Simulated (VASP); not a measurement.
Runs of VASP 6.6.1 on CdS. It takes space group I4/mmm (No. 139, tetragonal). The conventional cell has a = 3.933 Å, b = 3.933 Å, c = 5.369 Å, α = 90.00°, β = 90.00°, γ = 90.00°. Cd (site symmetry 4/mmm) has 6 S at 2.68 to 2.78 Å within 3.5 Å. S (site symmetry 4/mmm) has 6 Cd at 2.68 to 2.78 Å within 3.5 Å. 

```csv
level,potentials or basis,cutoff (eV),second run,gap on the mesh (eV),pressure (GPa)
PBE,"VASP PAW PBE potentials, release 64 (Cd, S)",520,-,0.08,0.4
r2SCAN,"VASP PAW PBE potentials, release 64 (Cd_sv_GW, S)",600,valence_matched,0.57,-2.2
r2SCAN,"VASP PAW PBE potentials, release 64 (Cd, S)",520,-,(a),(b)
PBE,"VASP PAW PBE potentials, release 64 (Cd_sv_GW, S)",540,valence_matched,0.08,-1.1
```

Alike in all rows: task single point; no spin polarisation; cell as given; k mesh 8 × 8 × 8; smearing fermi-dirac 0.02 eV.

Question: Estimate the missing entries.

Answer: (a) 0.55; (b) -1.3.

Caveats: the PAW data sets were made with another functional, which shifts forces and pressure a little (some runs).

A k mesh can miss the band edges, and the runs leave out spin-orbit coupling on Cd.

The runs don't all hold the same shells in valence.
